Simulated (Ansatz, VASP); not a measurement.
## One calculation of CaB6, two programs

```
Ca B
1.0
     4.14773    0.00000    0.00000
     0.00000    4.14773    0.00000
     0.00000    0.00000    4.14773
Ca B
1 6
Direct
  0.50000 0.50000 0.50000
  0.00000 0.00000 0.29821
  0.00000 0.00000 0.70179
  0.29821 0.00000 0.00000
  0.70179 0.00000 0.00000
  0.00000 0.29821 0.00000
  0.00000 0.70179 0.00000
```

Alike in both runs: functional PBE; k mesh 8 × 8 × 8; occupations gaussian, width 0.01 eV; no spin polarisation.

Ansatz relaxed the structure, and its values are those at the end. VASP's run is a single point on that final structure, the one shown.

|  | VASP | Ansatz |
| --- | --- | --- |
| version | VASP 6.6.1 | Ansatz 0.2.0 |
| potentials or method | VASP PAW PBE potentials, release 64 (Ca_sv, B), cutoff 520 eV | scalar-relativistic, plane waves, PAW |
| valence electrons in the cell | 28 | 28 |

Ansatz gave:

```
gap on the k mesh at the Fermi level (eV) : 0.07
least direct gap on the mesh (eV)         : 0.14
pressure (GPa)                            : 0.0
rms of the force components (eV/Å)        : 0.000
```

Problem. Which values does VASP return?

Solution. gap on the k mesh at the Fermi level (eV): 0.07; least direct gap on the mesh (eV): 0.14; pressure (GPa): 0.1; rms of the force components (eV/Å): 0.009.
